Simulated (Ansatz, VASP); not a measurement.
# CoMo: VASP beside Ansatz

File INCAR:

```
SYSTEM = CoMo
PREC = Accurate
ENCUT = 520
EDIFF = 1E-6
ISMEAR = -1
SIGMA = 0.05
LREAL = .FALSE.
LASPH = .TRUE.
NELM = 150
ALGO = Normal
ISIF = 2
LWAVE = .FALSE.
LCHARG = .FALSE.
ISPIN = 2
MAGMOM = 0.4 0
LORBIT = 11
LMAXMIX = 4
NBANDS = 22
```

The input KPOINTS:

```
regular mesh
0
G
  14 14 8
  0 0 0
```

The input POSCAR:

```
CoMo
1.0
    2.6949279053      0.0000000000      0.0000000000
   -1.3474639526      2.3338760273      0.0000000000
    0.0000000000      0.0000000000      4.1836180000
Co Mo
1 1
Direct
    0.6666666667      0.3333333333      0.5000000000
    0.3333333333      0.6666666667      0.0000000000
```

Input for Ansatz:

```yaml
crystal:
  lattice:
    - [2.6949279053, 0.0, 0.0]
    - [-1.3474639526, 2.3338760273, 0.0]
    - [0.0, 0.0, 4.183618]
  atoms:
    - { symbol: Co, position: [0.6666666667, 0.3333333333, 0.5], spin: 0.4 }
    - { symbol: Mo, position: [0.3333333333, 0.6666666667, 0.0] }
magnetization:
  spin_polarized: true
kpoints:
  mp_grid: { grid: [14, 14, 8] }
scf:
  occupations: { method: fermi_dirac, width: 0.05 }
  lower_state_search: "off"
hamiltonian:
  xc: lda
  pseudopotentials: { kind: all_electron, lapw: { basis_error: 0.001 } }
output:
  forces: true
  stress: true
  eigenvalues: false
  populations: true
  dos: { projected: true, de: 0.1, e_range: [-8, 5] }
```

Alike in both runs: task single point; functional LDA; k mesh 14 × 14 × 8; occupations fermi-dirac, width 0.05 eV; collinear spin.

|  | VASP | Ansatz |
| --- | --- | --- |
| version | VASP 6.6.1 | Ansatz 0.2.0 |
| potentials or method | VASP PAW LDA potentials, release 64 (Co, Mo_sv), cutoff 520 eV | all-electron LAPW, scalar-relativistic |

```csv
,VASP,Ansatz,Ansatz less VASP
pressure (GPa),-12.9,-13.1,-0.12
"traceless stress, the component that is largest in VASP (GPa)",-0.55,-0.15,+0.404
net moment per atom (μB),0.00,0.19,+0.195
size of the moment on the site where the two differ most (μB),0.00,0.44,+0.438
```

The net moments are unlike, so the other rows may belong to different states. LDA's correlation is that of Perdew and Zunger in VASP and of Perdew and Wang (1992) in Ansatz. Site moments also hang on the region over which each program counts them. Ansatz ran all-electron here, and VASP with PAW potentials.
